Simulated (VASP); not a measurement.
# C in VASP: notebook, part 2 of 2

VASP 6.6.1. Earlier steps stand in the parts before.

### 3 Single point, PBE+D3(BJ)

Input file INCAR:

```
ALGO = Normal ; DIPOL = 0.5 0.5 0.345
EDIFF = 1E-6 ; ENCUT = 520
GGA = PE ; IDIPOL = 3
ISIF = 2 ; ISMEAR = 0
IVDW = 12 ; LASPH = True
LCHARG = True ; LDIPOL = True
LELF = True ; LREAL = False
LVACPOTAV = True ; LVHAR = True
LWAVE = False ; NBANDS = 16
NELM = 60 ; PREC = Accurate
SIGMA = 0.1
```

Input file KPOINTS:

```
k-points
0
Gamma
  15 15 1
```

Input file POSCAR:

```
C
1.0
    2.4657189590      0.0000000000      0.0000000000
   -1.2328594795      2.1353752571      0.0000000000
    0.0000000000      0.0000000000     17.5000000000
C
4
Direct
    0.3333333333      0.6666666667      0.2571428571
    0.6666666667      0.3333333333      0.2571428571
    0.3333333333      0.6666666667      0.4320000000
    0.0000000000      1.0000000000      0.4320000000
```

Potentials or basis: VASP PAW PBE potentials, release 64 (C).

Started as:

```sh
$ cat potpaw_PBE.64/C/POTCAR > POTCAR
$ mpirun -np 1 vasp_std > vasp.out
```

OUTCAR:

```text
EDIFF = 1E-6
   ENCUT = 520
   GGA = PE
   ISIF = 2
   ISMEAR = 0
   IVDW = 12
   LASPH = True
   LREAL = False
   NELM = 60
   PREC = Accurate
 IVDW          = 12

 ion  position               nearest neighbor table
   1  0.333  0.667  0.257-   2 1.42   2 1.42   2 1.42
   2  0.667  0.333  0.257-   1 1.42   1 1.42   1 1.42
   3  0.333  0.667  0.432-   4 1.42   4 1.42   4 1.42
   4  0.000  0.000  0.432-   3 1.42   3 1.42   3 1.42

  LATTYP: Found a hexagonal cell.
 ALAT       =     2.4657189590
 C/A-ratio  =     7.0973214267

  Lattice vectors:

 A1 = (   2.4657189590,   0.0000000000,   0.0000000000)
 A2 = (  -1.2328594795,   2.1353752571,   0.0000000000)
 A3 = (   0.0000000000,   0.0000000000,  17.5000000000)

Analysis of symmetry for initial positions (statically):
=====================================================================
 Subroutine PRICEL returns:
 Original cell was already a primitive cell.

 Routine SETGRP: Setting up the symmetry group for a
 hexagonal supercell.

 Subroutine GETGRP returns: Found 12 space group operations
 (whereof  6 operations were pure point group operations)
 out of a pool of 24 trial point group operations.

The static configuration has the point symmetry C_3v.
 The point group associated with its full space group is D_3d.

Analysis of symmetry for dynamics (positions and initial velocities):
=====================================================================
 Subroutine PRICEL returns:
 Original cell was already a primitive cell.

 Routine SETGRP: Setting up the symmetry group for a
 hexagonal supercell.

 Subroutine GETGRP returns: Found 12 space group operations
 (whereof  6 operations were pure point group operations)
 out of a pool of 24 trial point group operations.

The dynamic configuration has the point symmetry C_3v.
 The point group associated with its full space group is D_3d.

 Subroutine INISYM returns: Found 12 space group operations
 (whereof  6 operations are pure point group operations),
 and found     1 'primitive' translations

----------------------------------------------------------------------------------------

                                     Primitive cell

  volume of cell :      92.1416

  direct lattice vectors                    reciprocal lattice vectors
     2.465718959  0.000000000  0.000000000     0.405561224  0.234150882  0.000000000
    -1.232859480  2.135375257  0.000000000     0.000000000  0.468301764  0.000000000
     0.000000000  0.000000000 17.500000000     0.000000000  0.000000000  0.057142857

  length of vectors
     2.465718959  2.465718959 17.500000000     0.468301764  0.468301764  0.057142857

  position of ions in fractional coordinates (direct lattice)
     0.333333333  0.666666667  0.257142857
     0.666666667  0.333333333  0.257142857
     0.333333333  0.666666667  0.432000000
     0.000000000  0.000000000  0.432000000

  ion indices of the primitive-cell ions
   primitive index   ion index
                 1           1
                 2           2
                 3           3
                 4           4

----------------------------------------------------------------------------------------

[... 31 lines left out ...]
  0.333333 -0.000000  0.000000      6.000000
[... 16 lines left out ...]
  0.333333  0.200000  0.000000     12.000000
  0.400000  0.200000  0.000000      6.000000
 [... further k-points ...]
   k-points           NKPTS =     27   k-points in BZ     NKDIM =     27   number of bands    NBANDS=     16
   number of dos      NEDOS =    301   number of ions     NIONS =      4
   total plane-waves  NPLWV =  45360
   dimension x,y,z NGX =    18 NGY =   18 NGZ =  140
   dimension x,y,z NGXF=    36 NGYF=   36 NGZF=  280
   ions per type =               4
   NGX,Y,Z   is equivalent  to a cutoff of  12.14, 12.14, 13.30 a.u.
   NGXF,Y,Z  is equivalent  to a cutoff of  24.27, 24.27, 26.60 a.u.
 SYSTEM =  unknown system
   PREC   = accura    normal or accurate (medium, high low for compatibility)
   ISTART =      0    job   : 0-new  1-cont  2-samecut
   ICHARG =      2    charge: 1-file 2-atom 10-const
   ISPIN  =      1    spin polarized calculation?
   LNONCOLLINEAR =      F non collinear calculations
   LSORBIT =      F    spin-orbit coupling
   LASPH  =      T    aspherical Exc in radial PAW
   ENCUT  =  520.0 eV  38.22 Ry    6.18 a.u.   4.58  4.58 32.54*2*pi/ulx,y,z
   NELM   =     60;   NELMIN=  2; NELMDL= -5     # of ELM steps
   EDIFF  = 0.1E-05   stopping-criterion for ELM
   LREAL  =      F    real-space projection
   EDIFFG = 0.1E-04   stopping-criterion for IOM
   NSW    =      0    number of steps for IOM
   IBRION =     -1    ionic relax: 0-MD 1-quasi-New 2-CG
   NFREE  =      0    steps in history (QN), initial steepest desc. (CG)
   ISIF   =      2    stress and relaxation
   ISYM   =      2    0-nonsym 1-usesym 2-fastsym
   POTIM  = 0.5000    time-step for ionic-motion
   TEBEG  =    0.0;   TEEND  =   0.0 temperature during run
   PSTRESS=    0.0 pullay stress
   NELECT =      16.0000    total number of electrons
   NUPDOWN=      -1.0000    fix difference up-down
   EMIN   =  10.00;   EMAX   =-10.00  energy-range for DOS
   EFERMI =   0.00;   METHOD = LEGACY
   ISMEAR =     0;   SIGMA  =   0.10  broadening in eV -4-tet -1-fermi 0-gaus
   EFERMI_NEDOS =   21; number of points for ismear=-14 and -15
   IALGO  =     38    algorithm
   IMIX   =      4    mixing-type and parameters
     AMIX     =   0.40;   BMIX     =  1.00
     AMIX_MAG =   1.60;   BMIX_MAG =  1.00
  volume/ion in A,a.u.               =      23.04       155.45
  Fermi-wavevector in a.u.,A,eV,Ry     =   0.913334  1.725951 11.349690  0.834179
  Thomas-Fermi vector in A             =   2.037833
   LORBIT       =      0    0 simple, 1 ext, 2 COOP (PROOUT), +10 PAW based schemes
   GGA     = PE    functional components
   LHFCALC =     F    Hartree Fock is set to
   AEXX    =    0.0000 exact exchange contribution
   IVDW    =    12    specifies the selected vdW correction
   LEPSILON=     F    determine dielectric tensor
   LRPA    =     F    only Hartree local field effects (RPA)
 non-spin polarized calculation
 Gauss-broadening in eV      SIGMA  =   0.10
  energy-cutoff  :      520.00
  volume of cell :       92.14
 maximum number of plane-waves:      2521
   NGX =  9   NGY =  9   NGZ = 65

 dipolmoment           0.000000      0.000000      0.000005 electrons x Angstroem

 number of electron      15.9999998 magnetization

 dipolmoment           0.000000      0.000000     -0.000001 electrons x Angstroem

 Free energy of the ion-electron system (eV)
  ---------------------------------------------------
  ext. energy  EPLUGINS =         0.00000000
  ---------------------------------------------------
  free energy    TOTEN  =       -36.81504149 eV

  energy without entropy =      -36.81403848  energy(sigma->0) =      -36.81453998

 E-fermi :  -0.8807     XC(G=0):  -4.3715

 val. band max:       -0.8807384511   @ k =   0.3333   0.3333   0.0000
 cond. band min:      -0.8807349369   @ k =   0.3333   0.3333   0.0000
 fundamental gap:      0.0000035142
 Fermi energy:        -0.8807366941

 k-point     1 :       0.0000    0.0000    0.0000
  band No.  band energies     occupation
      1     -20.5240      2.00000
      2     -20.2269      2.00000
      3      -9.1853      2.00000
      4      -7.6859      2.00000
      5      -3.8949      2.00000
      6      -3.8949      2.00000
[... 433 lines left out ...]
      3     -13.5586      2.00000
      4     -13.4904      2.00000
      5      -9.7449      2.00000
      6      -9.6335      2.00000
[... 8 lines left out ...]
     15      11.1838      0.00000
     16      11.3053      0.00000

 [... further k-points ...]

------------------------ aborting loop because EDIFF is reached ----------------------------------------

 Edisp (eV)   -0.50990

 E8    (eV) :    -0.1540

  FORCE on cell =-STRESS in cart. coord.  units (eV):
  Direction    XX          YY          ZZ          XY          YZ          ZX
  --------------------------------------------------------------------------------------
  -------------------------------------------------------------------------------------
  Total       0.06805     0.06805     0.59570     0.00000     0.00000     0.00000
  in kB       1.18327     1.18327    10.35813     0.00000     0.00000     0.00000
  external pressure =        4.24 kB  Pullay stress =        0.00 kB

 VOLUME and BASIS-vectors are now :
 -----------------------------------------------------------------------------
  energy-cutoff  :      520.00
  volume of cell :       92.14
      direct lattice vectors                 reciprocal lattice vectors
     2.465718959  0.000000000  0.000000000     0.405561224  0.234150882  0.000000000
    -1.232859480  2.135375257  0.000000000     0.000000000  0.468301764  0.000000000
     0.000000000  0.000000000 17.500000000     0.000000000  0.000000000  0.057142857

 POSITION                                       TOTAL-FORCE (eV/Angst)
 -----------------------------------------------------------------------------------
     -0.00000      1.42358      4.50000        -0.000000     -0.000000     -0.078093
      1.23286      0.71179      4.50000        -0.000000     -0.000000     -0.124873
     -0.00000      1.42358      7.56000         0.000000      0.000000      0.078093
      0.00000      0.00000      7.56000         0.000000      0.000000      0.124873
 -----------------------------------------------------------------------------------
    total drift:                                0.000000     -0.000000     -0.000021

  FREE ENERGIE OF THE ION-ELECTRON SYSTEM (eV)
  ---------------------------------------------------
  free  energy   TOTEN  =       -37.3249401488 eV

  energy  without entropy=      -37.3239371451  energy(sigma->0) =      -37.32443865

 vacuum level on the upper side and lower side of the slab         3.449         3.449
```

Wall time 1.7 min (1 thread of AMD EPYC 7R13, shared host); peak memory 0.18 GiB.

What came out:

| Item | Value |
| --- | --- |
| Free energy | -37.3249 eV |
| Largest force | 0.125 eV/Å |
| Band gap on the k mesh | zero (filled and empty bands touch) |
| Dispersion energy per atom | -0.127 eV |

Forces in eV/Å, atoms in the order of the input:
```
C    0.000  0.000 -0.078
C    0.000  0.000 -0.125
C    0.000  0.000  0.078
C    0.000  0.000  0.125
```

Levels at points of the mesh, in eV from the Fermi level:
| k point | band 6 | band 7 | band 8 | band 9 | band 10 | band 11 |
| --- | --- | --- | --- | --- | --- | --- |
| (0.00, 0.00, 0.00) | -3.01 | -2.99 | -2.99 | 3.52 | 3.94 | 4.87 |
